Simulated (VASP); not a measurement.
BP: G0W0 quasiparticle levels with PBE

Crystal: BP.

```
CELL_PARAMETERS angstrom
0.00000 2.26832 2.26832
2.26832 0.00000 2.26832
2.26832 2.26832 0.00000
ATOMIC_POSITIONS crystal
B 0.00000 0.00000 0.00000
P 0.25000 0.25000 0.25000
```

```yaml
Program: VASP 6.6.1
Task: G0W0 quasiparticle levels
Functional: PBE
Potentials_or_basis: VASP PAW PBE potentials, release 64 (B_GW, P_GW)
Cutoff: 500 eV
k_mesh: 6 × 6 × 6
Occupations: gaussian, width 0.01 eV
Spin: no spin polarisation
Dipole_correction: no
GW_scheme: G0W0
GW_iterations: 1
Cutoff_of_the_response_function: 120
Frequency_points: 96
Empty_bands: 69
Further_INCAR_settings: ALGO = EVGW0; EDIFF = 1e-08; NBANDS = 73
```

```
Quasiparticle gap                                   : 1.93 eV
Least direct quasiparticle gap                      : 4.26 eV
Band gap of the starting levels on the mesh         : 1.33 eV
Least direct gap of the starting levels on the mesh : 3.40 eV
```

Run time: 3.1 min on 1 thread of Intel(R) Xeon(R) 6975P-C (Granite Rapids), on a shared host, peak memory 0.36 GiB.

Caveat: the k points lie up to 0.40 Å⁻¹ apart; bands, screening cutoff and mesh are small and nothing is extrapolated, so the quasiparticle values aren't converged.
